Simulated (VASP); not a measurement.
The system is TiC.

```xyz
2
Lattice="0.0000 2.1657 2.1657 2.1657 0.0000 2.1657 2.1657 2.1657 0.0000" Properties=species:S:1:pos:R:3 pbc="T T T"
Ti    0.0000    0.0000    0.0000
C     2.1657    2.1657    2.1657
```

* Program: VASP 6.6.1
* Task: relaxation of cell and atoms
* Functional: PBE
* Dispersion: D4
* Potentials or basis: VASP PAW PBE potentials, release 64 (Ti_sv, C)
* Cutoff: 600 eV
* k mesh: 11 × 11 × 11
* Occupations: fermi-dirac, width 0.05 eV
* Spin: no spin polarisation

At the start: pressure -4.4 GPa; volume 10.16 Å³/atom.

Task: How do energy, volume and symmetry change on relaxing?

Result: Over 3 steps the energy falls by 2.5 meV/atom and the volume is 9.98 Å³/atom (-1.7 %); space group Fm-3m (No. 225, to 0.05 Å).

The path:
```
step  energy change (eV)  largest force (eV/Å)  pressure (GPa)  volume (Å³)
   1              0.0000                0.0000           -4.41        20.32
   2              0.0037                0.0000            6.18        19.50
   3             -0.0050                0.0000           -0.02        19.96
```

Final structure:
```
Ti C
1.0
     0.00000    2.15306    2.15306
     2.15306    0.00000    2.15306
     2.15306    2.15306    0.00000
Ti C
1 1
Direct
  0.00000 0.00000 0.00000
  0.50000 0.50000 0.50000
```

Caveat: pairwise dispersion overbinds metals, which lowers pressure and volume.
